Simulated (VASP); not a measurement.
# NaSe4 (Pm-3m) in VASP: further runs, part 2 of 2

VASP 6.6.1.

### 3 Relaxation of cell and atoms, PBE

Contents of INCAR:

```
SYSTEM = NaSe4
PREC = Accurate
ENCUT = 600
EDIFF = 1E-6
ISMEAR = 0
SIGMA = 0.1
LREAL = .False.
LASPH = .True.
NELM = 100
ALGO = Normal
ISIF = 3
LWAVE = .False.
LCHARG = .False.
GGA = PE
IBRION = 2
NSW = 100
EDIFFG = -0.01
```

Contents of KPOINTS:

```
regular mesh
0
Gamma
  8 8 8
  0 0 0
```

Contents of POSCAR:

```
NaSe4
1.0
    5.0902067600      0.0000000000      0.0000000000
    0.0000000000      5.0902067600      0.0000000000
    0.0000000000      0.0000000000      5.0902067600
Na Se
1 4
Direct
    0.5000000000      0.5000000000      0.5000000000
    0.0000000000      0.5000000000      0.5000000000
    0.5000000000      0.0000000000      0.5000000000
    0.5000000000      0.5000000000      0.0000000000
    0.0000000000      0.0000000000      0.0000000000
```

Potentials or basis: VASP PAW PBE potentials, release 64 (Na_pv, Se).

The run is started by

```
$ cat potpaw_PBE.64/Na_pv/POTCAR potpaw_PBE.64/Se/POTCAR > POTCAR
$ mpirun -np 1 vasp_std > vasp.out
```

OUTCAR:

```text
SYSTEM = NaSe4
   PREC = Accurate
   ENCUT = 600
   EDIFF = 1E-6
   ISMEAR = 0
   LREAL = .False.
   LASPH = .True.
   NELM = 100
   ISIF = 3
   GGA = PE
   IBRION = 2
   NSW = 100
   EDIFFG = -0.01

 ion  position               nearest neighbor table
   1  0.500  0.500  0.500-   2 2.55   3 2.55   4 2.55   4 2.55   3 2.55   2 2.55
   2  0.000  0.500  0.500-   1 2.55   1 2.55
   3  0.500  0.000  0.500-   1 2.55   1 2.55
   4  0.500  0.500  0.000-   1 2.55   1 2.55
   5  0.000  0.000  0.000-

  LATTYP: Found a simple cubic cell.
 ALAT       =     5.0902067600

  Lattice vectors:

 A1 = (   5.0902067600,   0.0000000000,   0.0000000000)
 A2 = (   0.0000000000,   5.0902067600,   0.0000000000)
 A3 = (   0.0000000000,   0.0000000000,   5.0902067600)

Analysis of symmetry for initial positions (statically):
=====================================================================
 Subroutine PRICEL returns:
 Original cell was already a primitive cell.

 Routine SETGRP: Setting up the symmetry group for a
 simple cubic supercell.

 Subroutine GETGRP returns: Found 48 space group operations
 (whereof 48 operations were pure point group operations)
 out of a pool of 48 trial point group operations.

The static configuration has the point symmetry O_h .

Analysis of symmetry for dynamics (positions and initial velocities):
=====================================================================
 Subroutine PRICEL returns:
 Original cell was already a primitive cell.

 Routine SETGRP: Setting up the symmetry group for a
 simple cubic supercell.

 Subroutine GETGRP returns: Found 48 space group operations
 (whereof 48 operations were pure point group operations)
 out of a pool of 48 trial point group operations.

The dynamic configuration has the point symmetry O_h .

 Subroutine INISYM returns: Found 48 space group operations
[... 125 lines left out ...]
  Fermi-wavevector in a.u.,A,eV,Ry     =   1.010322  1.909232 13.888165  1.020751
  Thomas-Fermi vector in A             =   2.143305
   LORBIT       =      0    0 simple, 1 ext, 2 COOP (PROOUT), +10 PAW based schemes
   GGA     = PE    functional components
   LHFCALC =     F    Hartree Fock is set to
   AEXX    =    0.0000 exact exchange contribution
   IVDW    =     0    specifies the selected vdW correction
   LEPSILON=     F    determine dielectric tensor
   LRPA    =     F    only Hartree local field effects (RPA)
 conjugate gradient relaxation of ions
 non-spin polarized calculation
 Gauss-broadening in eV      SIGMA  =   0.10
  energy-cutoff  :      600.00
  volume of cell :      131.89
 maximum number of plane-waves:      4436
 NGX is ok and might be reduce to    42
   NGX = 21   NGY = 21   NGZ = 21

 number of electron      31.0000016 magnetization

 Free energy of the ion-electron system (eV)
  ---------------------------------------------------
  ext. energy  EPLUGINS =         0.00000000
  ---------------------------------------------------
  free energy    TOTEN  =       -10.83308858 eV

  energy without entropy =      -10.78611264  energy(sigma->0) =      -10.80960061

 E-fermi :   1.3632     XC(G=0):  -8.9092

 val. band max:        1.3593318044   @ k =   0.5000   0.2500   0.1250
 cond. band min:       1.3646679658   @ k =   0.3750   0.2500   0.2500
 fundamental gap:      0.0053361614
 Fermi energy:         1.3632254906

 k-point     1 :       0.0000    0.0000    0.0000
  band No.  band energies     occupation
      1     -20.6279      2.00000
      2     -20.6279      2.00000
      3     -20.6279      2.00000
      4     -11.5977      2.00000
      5     -10.0168      2.00000
      6      -9.9965      2.00000
[... 505 lines left out ...]
      6     -10.2352      2.00000
[... 11 lines left out ...]
     18       1.9888      0.00000
     19       2.1372      0.00000

 [... further k-points ...]

------------------------ aborting loop because EDIFF is reached ----------------------------------------

  FORCE on cell =-STRESS in cart. coord.  units (eV):
  Direction    XX          YY          ZZ          XY          YZ          ZX
  --------------------------------------------------------------------------------------
  -------------------------------------------------------------------------------------
  Total        0.0324384      0.0324384      0.0324384     -0.0000000      0.0000000     -0.0000000
  in kB        0.3940609      0.3940609      0.3940609     -0.0000000      0.0000000     -0.0000000
  external PRESSURE =       0.3940609 kB  Pullay stress =       0.0000000 kB

 VOLUME and BASIS-vectors are now :
 -----------------------------------------------------------------------------
  energy-cutoff  :      600.00
  volume of cell :      131.89
      direct lattice vectors                 reciprocal lattice vectors
     5.090206760  0.000000000  0.000000000     0.196455674  0.000000000  0.000000000
     0.000000000  5.090206760  0.000000000     0.000000000  0.196455674  0.000000000
     0.000000000  0.000000000  5.090206760     0.000000000  0.000000000  0.196455674

 POSITION                                       TOTAL-FORCE (eV/Angst)
 -----------------------------------------------------------------------------------
      2.54510      2.54510      2.54510         0.000000      0.000000      0.000000
      0.00000      2.54510      2.54510         0.000000      0.000000      0.000000
      2.54510      0.00000      2.54510         0.000000      0.000000      0.000000
      2.54510      2.54510      0.00000         0.000000      0.000000      0.000000
      0.00000      0.00000      0.00000         0.000000      0.000000      0.000000
 -----------------------------------------------------------------------------------
    total drift:                                0.000000     -0.000000     -0.000000

  FREE ENERGIE OF THE ION-ELECTRON SYSTEM (eV)
  ---------------------------------------------------
  free  energy   TOTEN  =       -10.8330885776 eV

  energy  without entropy=      -10.7861126390  energy(sigma->0) =      -10.80960061

 reached required accuracy - stopping structural energy minimisation
```

OSZICAR:

```text
N       E                     dE             d eps       ncg     rms          rms(c)
DAV:   1     0.229641000910E+03    0.22964E+03   -0.14357E+04  1330   0.162E+03
DAV:   2     0.891761654786E+01   -0.22072E+03   -0.21600E+03  1724   0.316E+02
DAV:   3    -0.105335236899E+02   -0.19451E+02   -0.18012E+02  1524   0.927E+01
DAV:   4    -0.115223279542E+02   -0.98880E+00   -0.86806E+00  1347   0.192E+01
DAV:   5    -0.115501609604E+02   -0.27833E-01   -0.27335E-01  1501   0.298E+00    0.515E+00
DAV:   6    -0.121171355312E+02   -0.56697E+00   -0.53122E+00  1721   0.953E+00    0.581E+00
DAV:   7    -0.108486659326E+02    0.12685E+01   -0.26508E+00  1558   0.647E+00    0.168E+00
DAV:   8    -0.109212802593E+02   -0.72614E-01   -0.82983E-01  1378   0.521E+00    0.176E+00
DAV:   9    -0.108332963380E+02    0.87984E-01   -0.15636E-01  1374   0.251E+00    0.348E-01
DAV:  10    -0.108335578536E+02   -0.26152E-03   -0.15482E-02  1354   0.639E-01    0.192E-01
DAV:  11    -0.108331714919E+02    0.38636E-03   -0.12139E-03  1515   0.276E-01    0.707E-02
DAV:  12    -0.108330906202E+02    0.80872E-04   -0.15280E-04  1530   0.723E-02    0.309E-02
DAV:  13    -0.108330883614E+02    0.22588E-05   -0.61137E-05  1349   0.499E-02    0.135E-02
DAV:  14    -0.108330885776E+02   -0.21620E-06   -0.25618E-06   937   0.113E-02
   1 F= -.10833089E+02 E0= -.10809601E+02  d E =-.108331E+02
```

It took 1.7 min on 1 thread of AMD EPYC 7R43 (Zen 3), shared host; peak memory 0.26 GiB.

Results:

| Quantity | Value |
| --- | --- |
| Free energy | -10.8331 eV |
| Pressure after relaxing | 0.0 GPa |

Final structure:
```
CELL_PARAMETERS angstrom
5.09021 0.00000 0.00000
0.00000 5.09021 0.00000
0.00000 0.00000 5.09021
ATOMIC_POSITIONS crystal
Na 0.50000 0.50000 0.50000
Se 0.00000 0.50000 0.50000
Se 0.50000 0.00000 0.50000
Se 0.50000 0.50000 0.00000
Se 0.00000 0.00000 0.00000
```

Caveat: the relaxation stopped at its first step, so nothing moved.

### 4 Single point, PBE

Contents of INCAR:

```
PREC = Accurate ; ENCUT = 520
EDIFF = 1E-7 ; ISMEAR = 0
SIGMA = 0.1 ; LREAL = False
LASPH = True ; NELM = 100
ALGO = Normal ; ISIF = 2
LWAVE = False ; LCHARG = False
GGA = PE ; NBANDS = 24
```

Contents of KPOINTS:

```
regular mesh
0
Gamma
  8 8 8
```

POSCAR is that of step 3.

Potentials or basis: VASP PAW PBE potentials, release 64 (Na_pv, Se).

The run is started by

```
$ cat potpaw_PBE.64/Na_pv/POTCAR potpaw_PBE.64/Se/POTCAR > POTCAR
$ mpirun -np 1 vasp_std > vasp.out
```

OUTCAR:

```text
PREC = Accurate
   ENCUT = 520
   EDIFF = 1E-7
   ISMEAR = 0
   LREAL = False
   LASPH = True
   NELM = 100
   ISIF = 2
   GGA = PE

 ion  position               nearest neighbor table
   1  0.500  0.500  0.500-   2 2.55   3 2.55   4 2.55   4 2.55   3 2.55   2 2.55
   2  0.000  0.500  0.500-   1 2.55   1 2.55
   3  0.500  0.000  0.500-   1 2.55   1 2.55
   4  0.500  0.500  0.000-   1 2.55   1 2.55
   5  0.000  0.000  0.000-

  LATTYP: Found a simple cubic cell.
[... 843 lines left out ...]

 [... further k-points ...]
[... 5 lines left out ...]
  --------------------------------------------------------------------------------------
  -------------------------------------------------------------------------------------
  Total        0.0332924      0.0332924      0.0332924     -0.0000000     -0.0000000      0.0000000
  in kB        0.4044353      0.4044353      0.4044353     -0.0000000     -0.0000000      0.0000000
  external PRESSURE =       0.4044353 kB  Pullay stress =       0.0000000 kB

 VOLUME and BASIS-vectors are now :
 -----------------------------------------------------------------------------
  energy-cutoff  :      520.00
  volume of cell :      131.89
      direct lattice vectors                 reciprocal lattice vectors
     5.090206760  0.000000000  0.000000000     0.196455674  0.000000000  0.000000000
     0.000000000  5.090206760  0.000000000     0.000000000  0.196455674  0.000000000
     0.000000000  0.000000000  5.090206760     0.000000000  0.000000000  0.196455674

 POSITION                                       TOTAL-FORCE (eV/Angst)
 -----------------------------------------------------------------------------------
      2.54510      2.54510      2.54510         0.000000      0.000000      0.000000
      0.00000      2.54510      2.54510         0.000000      0.000000      0.000000
      2.54510      0.00000      2.54510         0.000000      0.000000      0.000000
      2.54510      2.54510      0.00000         0.000000      0.000000      0.000000
      0.00000      0.00000      0.00000         0.000000      0.000000      0.000000
 -----------------------------------------------------------------------------------
    total drift:                                0.000000      0.000000     -0.000000

  FREE ENERGIE OF THE ION-ELECTRON SYSTEM (eV)
  ---------------------------------------------------
  free  energy   TOTEN  =       -10.8330630166 eV

  energy  without entropy=      -10.7860837148  energy(sigma->0) =      -10.80957337
```

OSZICAR:

```text
N       E                     dE             d eps       ncg     rms          rms(c)
DAV:   1     0.200196204979E+03    0.20020E+03   -0.13049E+04  1680   0.114E+03
DAV:   2     0.528654930074E+01   -0.19491E+03   -0.18607E+03  1968   0.252E+02
DAV:   3    -0.111793127684E+02   -0.16466E+02   -0.15587E+02  2032   0.735E+01
DAV:   4    -0.115451691403E+02   -0.36586E+00   -0.35982E+00  2040   0.118E+01
DAV:   5    -0.115505729364E+02   -0.54038E-02   -0.54006E-02  2088   0.153E+00    0.514E+00
DAV:   6    -0.121236353362E+02   -0.57306E+00   -0.49387E+00  2424   0.752E+00    0.585E+00
DAV:   7    -0.108498831485E+02    0.12738E+01   -0.25337E+00  2248   0.512E+00    0.167E+00
DAV:   8    -0.109148584790E+02   -0.64975E-01   -0.74399E-01  2080   0.404E+00    0.170E+00
DAV:   9    -0.108337926405E+02    0.81066E-01   -0.13253E-01  2064   0.190E+00    0.352E-01
DAV:  10    -0.108333701716E+02    0.42247E-03   -0.14026E-02  2184   0.489E-01    0.179E-01
DAV:  11    -0.108330914929E+02    0.27868E-03   -0.10213E-03  2248   0.210E-01    0.539E-02
DAV:  12    -0.108330629361E+02    0.28557E-04   -0.86857E-05  2128   0.476E-02    0.277E-02
DAV:  13    -0.108330629949E+02   -0.58812E-07   -0.33508E-05  2248   0.325E-02    0.127E-02
DAV:  14    -0.108330632034E+02   -0.20846E-06   -0.32113E-06  2032   0.959E-03    0.402E-03
DAV:  15    -0.108330630675E+02    0.13588E-06   -0.39690E-07  2136   0.327E-03    0.133E-03
DAV:  16    -0.108330630166E+02    0.50966E-07   -0.59102E-08  1432   0.128E-03
   1 F= -.10833063E+02 E0= -.10809573E+02  d E =-.469793E-01
```

stdout:

```text
POSCAR found type information on POSCAR NaSe
 POSCAR found :  2 types and       5 ions
 scaLAPACK will be used
 LDA part: xc-table for (Slater+PW92), standard interpolation
 POSCAR, INCAR and KPOINTS ok, starting setup
 FFT: planning ... GRIDC
 FFT: planning ... GRID_SOFT
 FFT: planning ... GRID
 WAVECAR not read
 entering main loop
```

It took 1.9 min on 1 thread of AMD EPYC 7R43 (Zen 3), shared host; peak memory 0.25 GiB.

What came out:

* Free energy: -10.8331 eV
* Pressure: 0.0 GPa

### 5 Single point, PBE

Contents of INCAR:

```
SYSTEM = NaSe4
  PREC = Accurate
  ENCUT = 520
  EDIFF = 1E-6
  ISMEAR = 0
  SIGMA = 0.1
  LREAL = .FALSE.
  LASPH = .TRUE.
  NELM = 100
  ALGO = Normal
  ISIF = 2
  LWAVE = .FALSE.
  LCHARG = .TRUE.
  GGA = PE
  LELF = .TRUE.
  LVHAR = .TRUE.
  NBANDS = 24
```

Contents of KPOINTS:

```
Automatic mesh
0
G
  4 4 4
  0 0 0
```

POSCAR is that of step 4.

The run is started by

```
$ cat potpaw_PBE.64/Na_pv/POTCAR potpaw_PBE.64/Se/POTCAR > POTCAR
$ mpirun -np 1 vasp_std > vasp.out
```

Run time: 36 s. Hardware: 1 thread of AMD EPYC 7R43 (Zen 3), shared host; peak memory 0.2 GiB.

The run converged. Its results:

| Quantity | Value |
| --- | --- |
| Free energy | -10.8312 eV |
| Pressure | 0.0 GPa |

Levels at points of the mesh, in eV from the Fermi level:
| k point | band 11 | band 12 | band 13 | band 14 | band 15 | band 16 | band 17 | band 18 | band 19 | band 20 |
| --- | --- | --- | --- | --- | --- | --- | --- | --- | --- | --- |
| (0.00, 0.00, 0.00) | -0.56 | -0.56 | -0.56 | -0.40 | -0.40 | -0.40 | 1.27 | 1.27 | 1.27 | 5.97 |
| (0.50, 0.00, 0.00) | -2.01 | -1.57 | -1.24 | -0.95 | -0.86 | 0.22 | 0.22 | 0.34 | 0.34 | 7.47 |
| (0.50, 0.50, 0.00) | -2.31 | -1.37 | -1.10 | -1.10 | -1.00 | 0.10 | 0.73 | 0.73 | 0.77 | 8.53 |
| (0.50, 0.50, 0.50) | -3.52 | 0.13 | 0.13 | 0.73 | 0.73 | 0.73 | 0.81 | 0.81 | 0.81 | 7.05 |

### 6 The runs side by side

| task | cell | k mesh | cutoff (eV) | gap on the mesh (eV) | pressure (GPa) |
| --- | --- | --- | --- | --- | --- |
| single point | as given | 8 × 8 × 8 | 520 | none | 0.0 |
| relaxation of cell and atoms | relaxed | 8 × 8 × 8 | 600 | none | 0.0 |
| single point | as given | 4 × 4 × 4 | 520 | none | 0.0 |

Alike in all rows: level PBE; potentials or basis VASP PAW PBE potentials, release 64 (Na_pv, Se); no spin polarisation; smearing gaussian 0.1 eV.

Caveats: the relaxation stopped at its first step, so nothing moved (some runs).

Absolute energies hang on the potentials; compare differences alone.
